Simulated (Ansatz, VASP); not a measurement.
# Ge in VASP and in Ansatz

```xyz
2
Lattice="3.7040 0.0000 0.0000 -1.8520 3.2078 0.0000 0.0000 0.0000 28.0000" Properties=species:S:1:pos:R:3 pbc="T T T"
Ge    0.0000    2.1385   14.3570
Ge    1.8520    1.0693   13.6430
```

Alike in both runs: task single point; functional LDA; k mesh 12 × 12 × 1; occupations gaussian, width 0.1 eV; no spin polarisation.

|  | VASP | Ansatz |
| --- | --- | --- |
| version | VASP 6.6.1 | Ansatz 0.2.0 |
| potentials or method | VASP PAW LDA potentials, release 64 (Ge_d), cutoff 520 eV | scalar-relativistic, plane waves, PAW |
| valence electrons in the cell | 28 | 28 |

Ansatz gave:

- gap on the k mesh at the Fermi level (eV): none
- rms of the force components (eV/Å): 0.250

Q: Which values does VASP return?

A: gap on the k mesh at the Fermi level (eV): none; rms of the force components (eV/Å): 0.265.

Ansatz warns that its potentials were made for another functional, while VASP's fit it. LDA's correlation is that of Perdew and Zunger in VASP and of Perdew and Wang (1992) in Ansatz. Atom by atom the forces differ by 0.015 eV/Å (rms over components). A gap of «none» marks a metal or a gap that the smearing closes.
